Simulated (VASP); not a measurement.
HfO2: single point with r2SCAN

The system is HfO2, a slab with vacuum.

```
Hf O
1.0
     3.57677    0.00000    0.00000
     0.00000    5.05832    0.00000
     0.00000    0.00000   25.73032
Hf O
7 14
Direct
  0.50000 0.50000 0.30022
  0.00000 0.00000 0.35397
  0.50000 0.50000 0.43278
  0.00000 0.00000 0.50000
  0.50000 0.50000 0.56722
  0.00000 0.00000 0.64603
  0.50000 0.50000 0.69978
  0.00000 0.74012 0.29039
  0.00000 0.25988 0.29039
  0.50000 0.24784 0.36096
  0.50000 0.75216 0.36096
  0.00000 0.74917 0.43034
  0.00000 0.25083 0.43034
  0.50000 0.25002 0.50000
  0.50000 0.74998 0.50000
  0.00000 0.74917 0.56966
  0.00000 0.25083 0.56966
  0.50000 0.24784 0.63904
  0.50000 0.75216 0.63904
  0.00000 0.74012 0.70961
  0.00000 0.25988 0.70961
```

| Quantity | Value |
| --- | --- |
| Program | VASP 6.6.1 |
| Task | single point |
| Functional | r2SCAN |
| Potentials or basis | VASP PAW PBE potentials, release 64 (Hf_pv, O) |
| Cutoff | 520 eV |
| k mesh | 8 × 5 × 1 |
| Occupations | gaussian, width 0.05 eV |
| Spin | no spin polarisation |

```yaml
Largest_force: 0.225 eV/Å
Band_gap_on_the_k_mesh: 3.60 eV (least direct gap 3.62 eV)
```

Forces in eV/Å, atoms in the order of the input:
```
Hf   0.000  0.000  0.225
Hf   0.000  0.000 -0.025
Hf   0.000  0.000  0.035
Hf   0.000  0.000  0.000
Hf   0.000  0.000 -0.035
Hf   0.000  0.000  0.025
Hf   0.000  0.000 -0.225
O    0.000 -0.044  0.121
O    0.000  0.044  0.121
O    0.000  0.012 -0.055
O    0.000 -0.012 -0.055
O    0.000 -0.027  0.035
O    0.000  0.027  0.035
O    0.000  0.019  0.000
O    0.000 -0.019  0.000
O    0.000 -0.027 -0.035
O    0.000  0.027 -0.035
O    0.000  0.012  0.055
O    0.000 -0.012  0.055
O    0.000 -0.044 -0.121
O    0.000  0.044 -0.121
```

Levels at points of the mesh, in eV from the valence-band top:
```csv
k point,band 74,band 75,band 76,band 77,band 78,band 79,band 80,band 81
"(0.00, 0.00, 0.00)",-0.61,-0.35,0.00,0.00,3.62,3.67,3.91,3.92
"(0.50, 0.00, 0.00)",-0.96,-0.66,-0.40,-0.34,3.78,3.84,3.89,4.25
```

Wall time 2.4 h on 1 thread of Oxide Virtual Turin-like Processor, on a shared host, peak memory 0.82 GiB.

Caveat: the PAW data sets were made with another functional, which shifts forces and pressure a little; spin-orbit coupling is left out, which moves the levels of the heavy elements.
